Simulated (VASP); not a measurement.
# AlAs (F-43m) in VASP: notebook

Aim: see how the results for AlAs move with the level of theory and the settings. Levels: RPBE+D4, PBE. Tasks: single point.

Program: VASP 6.6.1. These are calculated values, not measurements. Logs are shortened: lines on timing, memory, paths and dates and some standing lists are left out, and cuts for length are marked.

### Step 1. The cell of the first run

The structure is cubic, space group F-43m (No. 216). Conventional cell: a = 5.648 Å, b = 5.648 Å, c = 5.648 Å, α = 90.00°, β = 90.00°, γ = 90.00°. Al (site symmetry -43m) has 4 As at 2.45 Å within 3.2 Å. Within 3.2 Å of As (site symmetry -43m) lie 4 Al at 2.45 Å.

### Step 2. Single point, RPBE+D4

Contents of INCAR:

```
SYSTEM = AlAs
PREC = Accurate ; ENCUT = 500
EDIFF = 1E-6 ; ISMEAR = 0
SIGMA = 0.05 ; LREAL = .False.
LASPH = .True. ; NELM = 120
ALGO = Normal ; ISIF = 2
LWAVE = .False. ; LCHARG = .False.
GGA = RP ; IVDW = 13
NBANDS = 11 ; GGA_COMPAT = .False.
```

Contents of KPOINTS:

```
regular mesh
0
Gamma
  8 8 8
  0 0 0
```

Contents of POSCAR:

```
AlAs
1.0
    0.0000000000      2.8237685197      2.8237685197
    2.8237685197      0.0000000000      2.8237685197
    2.8237685197      2.8237685197      0.0000000000
Al As
1 1
Direct
    0.0000000000      0.0000000000      0.0000000000
    0.7500000000      0.7500000000      0.7500000000
```

Potentials or basis: VASP PAW PBE potentials, release 64 (Al, As).

Run with:

```console
> cat potpaw_PBE.64/Al/POTCAR potpaw_PBE.64/As/POTCAR > POTCAR
> mpirun -np 1 vasp_std > vasp.out
```

OUTCAR:

```text
SYSTEM = AlAs
   PREC = Accurate
   ENCUT = 500
   EDIFF = 1E-6
   ISMEAR = 0
   LREAL = .False.
   LASPH = .True.
   NELM = 120
   ISIF = 2
   GGA = RP
   IVDW = 13

 ion  position               nearest neighbor table
   1  0.000  0.000  0.000-   2 2.45   2 2.45   2 2.45   2 2.45
   2  0.750  0.750  0.750-   1 2.45   1 2.45   1 2.45   1 2.45

  LATTYP: Found a face centered cubic cell.
 ALAT       =     5.6475370394

  Lattice vectors:

 A1 = (   0.0000000000,   2.8237685197,   2.8237685197)
 A2 = (   2.8237685197,   0.0000000000,   2.8237685197)
 A3 = (   2.8237685197,   2.8237685197,   0.0000000000)

Analysis of symmetry for initial positions (statically):
=====================================================================
 Subroutine PRICEL returns:
 Original cell was already a primitive cell.

 Routine SETGRP: Setting up the symmetry group for a
 face centered cubic supercell.

 Subroutine GETGRP returns: Found 24 space group operations
 (whereof 24 operations were pure point group operations)
 out of a pool of 48 trial point group operations.

The static configuration has the point symmetry T_d .

Analysis of symmetry for dynamics (positions and initial velocities):
=====================================================================
 Subroutine PRICEL returns:
 Original cell was already a primitive cell.

 Routine SETGRP: Setting up the symmetry group for a
 face centered cubic supercell.

 Subroutine GETGRP returns: Found 24 space group operations
 (whereof 24 operations were pure point group operations)
 out of a pool of 48 trial point group operations.

The dynamic configuration has the point symmetry T_d .

 Subroutine INISYM returns: Found 24 space group operations
 (whereof 24 operations are pure point group operations),
 and found     1 'primitive' translations

----------------------------------------------------------------------------------------

                                     Primitive cell

  volume of cell :      45.0316

  direct lattice vectors                    reciprocal lattice vectors
     0.000000000  2.823768520  2.823768520    -0.177068338  0.177068338  0.177068338
     2.823768520  0.000000000  2.823768520     0.177068338 -0.177068338  0.177068338
     2.823768520  2.823768520  0.000000000     0.177068338  0.177068338 -0.177068338

  length of vectors
     3.993411738  3.993411738  3.993411738     0.306691359  0.306691359  0.306691359

  position of ions in fractional coordinates (direct lattice)
     0.000000000  0.000000000  0.000000000
     0.750000000  0.750000000  0.750000000

  ion indices of the primitive-cell ions
   primitive index   ion index
                 1           1
                 2           2

----------------------------------------------------------------------------------------

 KPOINTS: regular mesh

Automatic generation of k-mesh.
 Grid dimensions read from file:
 generate k-points for:    8    8    8

 Generating k-lattice:

  Cartesian coordinates                     Fractional coordinates (reciprocal lattice)
    -0.022133542  0.022133542  0.022133542     0.125000000  0.000000000  0.000000000
     0.022133542 -0.022133542  0.022133542     0.000000000  0.125000000  0.000000000
     0.022133542  0.022133542 -0.022133542     0.000000000  0.000000000  0.125000000

  Length of vectors
     0.038336420  0.038336420  0.038336420

  Shift w.r.t. Gamma in fractional coordinates (k-lattice)
     0.000000000  0.000000000  0.000000000

 Subroutine IBZKPT returns following result:
 ===========================================

 Found     29 irreducible k-points:

 Following reciprocal coordinates:
            Coordinates               Weight
  0.000000  0.000000  0.000000      1.000000
  0.125000  0.000000  0.000000      8.000000
  0.250000  0.000000  0.000000      8.000000
  0.375000  0.000000  0.000000      8.000000
  0.500000  0.000000  0.000000      4.000000
  0.125000  0.125000  0.000000      6.000000
[... 16 lines left out ...]
  0.500000  0.250000  0.125000     48.000000
 -0.375000  0.250000  0.125000     24.000000
 [... further k-points ...]
   k-points           NKPTS =     29   k-points in BZ     NKDIM =     29   number of bands    NBANDS=     11
   number of dos      NEDOS =    301   number of ions     NIONS =      2
   total plane-waves  NPLWV =  27000
   dimension x,y,z NGX =    30 NGY =   30 NGZ =   30
   dimension x,y,z NGXF=    60 NGYF=   60 NGZF=   60
   ions per type =               1   1
   NGX,Y,Z   is equivalent  to a cutoff of  12.49, 12.49, 12.49 a.u.
   NGXF,Y,Z  is equivalent  to a cutoff of  24.98, 24.98, 24.98 a.u.
 SYSTEM =  AlAs
   PREC   = accura    normal or accurate (medium, high low for compatibility)
   ISTART =      0    job   : 0-new  1-cont  2-samecut
   ICHARG =      2    charge: 1-file 2-atom 10-const
   ISPIN  =      1    spin polarized calculation?
   LNONCOLLINEAR =      F non collinear calculations
   LSORBIT =      F    spin-orbit coupling
   LASPH  =      T    aspherical Exc in radial PAW
   ENCUT  =  500.0 eV  36.75 Ry    6.06 a.u.   7.28  7.28  7.28*2*pi/ulx,y,z
   NELM   =    120;   NELMIN=  2; NELMDL= -5     # of ELM steps
   EDIFF  = 0.1E-05   stopping-criterion for ELM
   LREAL  =      F    real-space projection
   EDIFFG = 0.1E-04   stopping-criterion for IOM
   NSW    =      0    number of steps for IOM
   IBRION =     -1    ionic relax: 0-MD 1-quasi-New 2-CG
   NFREE  =      0    steps in history (QN), initial steepest desc. (CG)
   ISIF   =      2    stress and relaxation
   ISYM   =      2    0-nonsym 1-usesym 2-fastsym
   POTIM  = 0.5000    time-step for ionic-motion
   TEBEG  =    0.0;   TEEND  =   0.0 temperature during run
   PSTRESS=    0.0 pullay stress
   NELECT =       8.0000    total number of electrons
   NUPDOWN=      -1.0000    fix difference up-down
   EMIN   =  10.00;   EMAX   =-10.00  energy-range for DOS
   EFERMI =   0.00;   METHOD = LEGACY
   ISMEAR =     0;   SIGMA  =   0.05  broadening in eV -4-tet -1-fermi 0-gaus
   EFERMI_NEDOS =   21; number of points for ismear=-14 and -15
   IALGO  =     38    algorithm
   IMIX   =      4    mixing-type and parameters
     AMIX     =   0.40;   BMIX     =  1.00
     AMIX_MAG =   1.60;   BMIX_MAG =  1.00
  volume/ion in A,a.u.               =      22.52       151.94
  Fermi-wavevector in a.u.,A,eV,Ry     =   0.920306  1.739127 11.523641  0.846964
  Thomas-Fermi vector in A             =   2.045597
   LORBIT       =      0    0 simple, 1 ext, 2 COOP (PROOUT), +10 PAW based schemes
   GGA     = RP    functional components
   LHFCALC =     F    Hartree Fock is set to
   AEXX    =    0.0000 exact exchange contribution
   IVDW    =    13    specifies the selected vdW correction
   LEPSILON=     F    determine dielectric tensor
   LRPA    =     F    only Hartree local field effects (RPA)
 non-spin polarized calculation
 Gauss-broadening in eV      SIGMA  =   0.05
  energy-cutoff  :      500.00
  volume of cell :       45.03
 maximum number of plane-waves:      1162
 NGX is ok and might be reduce to    30
   NGX = 15   NGY = 15   NGZ = 15

 number of electron       8.0000000 magnetization

 Free energy of the ion-electron system (eV)
  ---------------------------------------------------
  ext. energy  EPLUGINS =         0.00000000
  ---------------------------------------------------
  free energy    TOTEN  =        -8.77733158 eV

  energy without entropy =       -8.77733158  energy(sigma->0) =       -8.77733158

 E-fermi :   4.2573     XC(G=0):  -8.9493

 val. band max:        4.0358890887   @ k =   0.0000   0.0000   0.0000
 cond. band min:       5.5359516451   @ k =   0.5000   0.5000   0.0000
 fundamental gap:      1.5000625564
 Fermi energy:         4.2572859891

 k-point     1 :       0.0000    0.0000    0.0000
  band No.  band energies     occupation
      1      -7.8327      2.00000
      2       4.0359      2.00000
      3       4.0359      2.00000
      4       4.0359      2.00000
      5       6.2861      0.00000
      6       8.3641      0.00000
      7       8.3641      0.00000
      8       8.3641      0.00000
      9      13.0373      0.00000
     10      13.0373      0.00000
     11      13.1541      0.00000

 k-point     2 :       0.1250    0.0000    0.0000
  band No.  band energies     occupation
      1      -7.6784      2.00000
      2       2.6352      2.00000
      3       3.8744      2.00000
      4       3.8744      2.00000
      5       6.9822      0.00000
      6       8.6478      0.00000
      7       8.6478      0.00000
      8       8.8137      0.00000
      9      12.4537      0.00000
     10      12.4537      0.00000
     11      13.8517      0.00000

 k-point     3 :       0.2500    0.0000    0.0000
  band No.  band energies     occupation
      1      -7.2498      2.00000
      2       0.6702      2.00000
      3       3.5554      2.00000
      4       3.5554      2.00000
      5       6.7759      0.00000
      6       8.9885      0.00000
      7       8.9885      0.00000
      8      10.6238      0.00000
      9      12.3643      0.00000
     10      12.3643      0.00000
     11      13.6061      0.00000

 k-point     4 :       0.3750    0.0000    0.0000
  band No.  band energies     occupation
      1      -6.6942      2.00000
      2      -0.8903      2.00000
      3       3.3006      2.00000
      4       3.3006      2.00000
      5       6.4309      0.00000
      6       8.8683      0.00000
      7       8.8683      0.00000
      8      11.8922      0.00000
      9      13.6790      0.00000
     10      13.6790      0.00000
     11      13.9714      0.00000

 k-point     5 :       0.5000    0.0000    0.0000
  band No.  band energies     occupation
      1      -6.3963      2.00000
      2      -1.5326      2.00000
      3       3.2079      2.00000
      4       3.2079      2.00000
      5       6.3017      0.00000
      6       8.7498      0.00000
      7       8.7498      0.00000
      8      11.9303      0.00000
      9      15.4478      0.00000
     10      15.6523      0.00000
     11      15.6523      0.00000
[... 211 lines left out ...]
 k-point    21 :       0.5000    0.5000    0.0000
  band No.  band energies     occupation
      1      -5.8377      2.00000
      2      -1.3888      2.00000
      3       1.8542      2.00000
      4       1.8542      2.00000
      5       5.5360      0.00000
      6       6.4076      0.00000
      7      14.4920      0.00000
      8      14.4920      0.00000
      9      16.0237      0.00000
     10      16.6376      0.00000
     11      16.6376      0.00000

 k-point    22 :       0.3750    0.2500    0.1250
  band No.  band energies     occupation
      1      -6.8908      2.00000
      2       0.2955      2.00000
      3       2.0818      2.00000
      4       3.0591      2.00000
      5       7.6964      0.00000
      6       8.4213      0.00000
      7       9.3976      0.00000
      8      10.6318      0.00000
      9      12.2845      0.00000
     10      14.5591      0.00000
     11      16.2344      0.00000

 k-point    23 :       0.5000    0.2500    0.1250
  band No.  band energies     occupation
      1      -6.3899      2.00000
      2      -0.7315      2.00000
      3       1.5000      2.00000
      4       2.6754      2.00000
      5       7.7921      0.00000
      6       8.5751      0.00000
      7       9.9045      0.00000
      8      10.9673      0.00000
      9      13.4695      0.00000
     10      14.6927      0.00000
     11      16.3434      0.00000

 k-point    24 :      -0.3750    0.2500    0.1250
  band No.  band energies     occupation
      1      -6.1302      2.00000
      2      -1.2194      2.00000
      3       1.3515      2.00000
      4       2.4907      2.00000
      5       7.7840      0.00000
      6       8.3539      0.00000
      7      10.7830      0.00000
      8      11.7673      0.00000
      9      12.4854      0.00000
     10      15.1355      0.00000
     11      16.4761      0.00000

 [... further k-points ...]

------------------------ aborting loop because EDIFF is reached ----------------------------------------

  DFT-D4 for vdW energy calculation

  Edisp (eV):   -1.26766

  FORCE on cell =-STRESS in cart. coord.  units (eV):
  Direction    XX          YY          ZZ          XY          YZ          ZX
  --------------------------------------------------------------------------------------
  -------------------------------------------------------------------------------------
  Total      -0.13067    -0.13067    -0.13067     0.00000     0.00000     0.00000
  in kB      -4.64915    -4.64915    -4.64915     0.00000     0.00000     0.00000
  external pressure =       -4.65 kB  Pullay stress =        0.00 kB

 VOLUME and BASIS-vectors are now :
 -----------------------------------------------------------------------------
  energy-cutoff  :      500.00
  volume of cell :       45.03
      direct lattice vectors                 reciprocal lattice vectors
     0.000000000  2.823768520  2.823768520    -0.177068338  0.177068338  0.177068338
     2.823768520  0.000000000  2.823768520     0.177068338 -0.177068338  0.177068338
     2.823768520  2.823768520  0.000000000     0.177068338  0.177068338 -0.177068338

 POSITION                                       TOTAL-FORCE (eV/Angst)
 -----------------------------------------------------------------------------------
      0.00000      0.00000      0.00000        -0.000000     -0.000000     -0.000000
      4.23565      4.23565      4.23565         0.000000      0.000000      0.000000
 -----------------------------------------------------------------------------------
    total drift:                               -0.000000     -0.000000      0.000000

  FREE ENERGIE OF THE ION-ELECTRON SYSTEM (eV)
  ---------------------------------------------------
  free  energy   TOTEN  =       -10.0449897120 eV

  energy  without entropy=      -10.0449897120  energy(sigma->0) =      -10.04498971
```

Wall time 15 s (1 thread of Intel Xeon Platinum 8259CL at 2.50GHz (Skylake/Cascade Lake), shared host); peak memory 0.17 GiB.

What came out:

* Free energy: -10.0450 eV
* Pressure: -0.5 GPa
* Band gap on the k mesh: 1.50 eV, indirect (least direct gap 2.25 eV)
* Dispersion energy per atom: -0.634 eV

Caveat: the PAW data sets were made with another functional, which shifts forces and pressure a little. As with any semilocal functional, this RPBE gap is likely too small.

(Continued in part 2 of 2.)
